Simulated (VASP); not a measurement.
Here is a VASP 6.6.1 calculation.

INCAR

```
SYSTEM = P
  PREC = Accurate
  ENCUT = 520
  EDIFF = 1E-6
  ISMEAR = 0
  SIGMA = 0.1
  LREAL = .False.
  LASPH = .True.
  NELM = 100
  ALGO = Normal
  ISIF = 2
  LWAVE = .False.
  LCHARG = .False.
  GGA = PS
  NBANDS = 8
```

File KPOINTS:

```
regular mesh
0
Gamma
  22 22 22
  0 0 0
```

File POSCAR:

```
P
1.0
   -1.3237714767      1.3237714767      2.2771298698
    1.3237714767     -1.3237714767      2.2771298698
    1.3237714767      1.3237714767     -2.2771298698
P
1
Direct
    0.0000000000      0.0000000000      0.0000000000
```

Potentials or basis: VASP PAW PBE potentials, release 64 (P).

Run with:

```console
$ cat potpaw_PBE.64/P/POTCAR > POTCAR
$ mpirun -np 1 vasp_std > vasp.out
```

Task: Predict the pressure.

Result: -10.7 GPa.

Stress tensor (GPa, compression positive):
```
-13.99   0.00   0.00
  0.00 -13.99   0.00
  0.00   0.00  -4.19
```

Caveat: the cell differs from its parent crystal (Sb replaced by P, lengths x 0.862, strained); the PAW data sets were made with another functional, which shifts forces and pressure a little.
